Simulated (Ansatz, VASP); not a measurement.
## Al3GaN4 in VASP and in Ansatz

File INCAR:

```
SYSTEM = Al3GaN4
  PREC = Accurate
  ENCUT = 520
  EDIFF = 1E-6
  ISMEAR = 0
  SIGMA = 0.05
  LREAL = .FALSE.
  LASPH = .TRUE.
  NELM = 60
  ALGO = Normal
  ISIF = 2
  LWAVE = .FALSE.
  LCHARG = .FALSE.
  GGA = PS
  NBANDS = 31
```

Contents of KPOINTS:

```
Automatic mesh
0
G
  6 6 6
  0 0 0
```

Contents of POSCAR:

```
Al3GaN4
1.0
    4.5890822413      0.0000000000      0.0000000000
    0.0000000000      4.5890822413      0.0000000000
    0.0000000000      0.0000000000      4.0645501411
Al Ga N
3 1 4
Direct
    0.5000000000      0.5000000000      0.0000000000
    0.5000000000      0.0000000000      0.5000000000
    0.0000000000      0.5000000000      0.5000000000
    0.0000000000      0.0000000000      0.0000000000
    0.7447140287      0.7447140287      0.2552859713
    0.7447140287      0.2552859713      0.7447140287
    0.2552859713      0.7447140287      0.7447140287
    0.2552859713      0.2552859713      0.2552859713
```

Input for Ansatz:

```yaml
crystal:
  lattice:
    - [4.5890822413, 0.0, 0.0]
    - [0.0, 4.5890822413, 0.0]
    - [0.0, 0.0, 4.0645501411]
  atoms:
    - { symbol: Al, position: [0.5, 0.5, 0.0] }
    - { symbol: Al, position: [0.5, 0.0, 0.5] }
    - { symbol: Al, position: [0.0, 0.5, 0.5] }
    - { symbol: Ga, position: [0.0, 0.0, 0.0] }
    - { symbol: "N", position: [0.7447140287, 0.7447140287, 0.2552859713] }
    - { symbol: "N", position: [0.7447140287, 0.2552859713, 0.7447140287] }
    - { symbol: "N", position: [0.2552859713, 0.7447140287, 0.7447140287] }
    - { symbol: "N", position: [0.2552859713, 0.2552859713, 0.2552859713] }
basis:
  ecutwfc: 520.0
kpoints:
  mp_grid: { grid: [6, 6, 6] }
hamiltonian:
  xc: pbesol
scf:
  occupations: { method: gaussian, width: 0.05 }
output:
  forces: true
  stress: true
  eigenvalues: true
  write_density: true
  write_potential: true
  elf: true
  volumetric_format: npy
```

Alike in both runs: task single point; functional PBEsol; k mesh 6 × 6 × 6; occupations gaussian, width 0.05 eV; no spin polarisation.

|  | VASP | Ansatz |
| --- | --- | --- |
| version | VASP 6.6.1 | Ansatz 0.2.0 |
| potentials or method | VASP PAW PBE potentials, release 64 (Al, Ga_d, N), cutoff 520 eV | scalar-relativistic, plane waves, PAW |
| valence electrons in the cell | 42 | 42 |

```tsv
	VASP	Ansatz	Ansatz less VASP
gap on the k mesh at the Fermi level (eV)	2.76	2.77	+0.007
least direct gap on the mesh (eV)	2.76	2.77	+0.007
pressure (GPa)	-1.3	-1.2	+0.09
traceless stress, the component that is largest in VASP (GPa)	7.26	7.23	-0.025
rms of the force components (eV/Å)	0.055	0.055	-0.0005
```

VASP's potentials were made for PBE, not for PBEsol. Atom by atom the forces differ by 0.002 eV/Å (rms over components).
